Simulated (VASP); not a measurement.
InSb:

```
In Sb
1.0
     0.00000    3.27951    3.27951
     3.27951    0.00000    3.27951
     3.27951    3.27951    0.00000
In Sb
1 1
Direct
  0.00000 0.00000 0.00000
  0.25000 0.25000 0.25000
```

Program: VASP 6.6.1. Alike in all runs: task single point; potentials or basis VASP PAW PBE potentials, release 64 (In_d, Sb); no spin polarisation; cell as given; k mesh 4 × 4 × 4; cutoff (eV) 520; smearing fermi-dirac 0.02 eV.

**Question.** Order these runs on this cell by their band gap on the k mesh, lowest first.
A. level PBE-based global hybrid with 50 % exact exchange; grid for exact exchange (PRECFOCK) Normal; share of exact exchange 0.5
B. level HSE06; grid for exact exchange (PRECFOCK) Normal; share of exact exchange 0.25; screening parameter 0.2079 1/Å
C. level PBE

**Answer.** C (metal), B (0.32 eV), A (2.76 eV).

Caveats: some runs use coarse meshes; spin-orbit coupling is left out, which moves the levels of the heavy elements; semilocal functionals underestimate gaps, so a narrow gap can read as zero (at least some runs); the cell stands under tension (at least some runs).

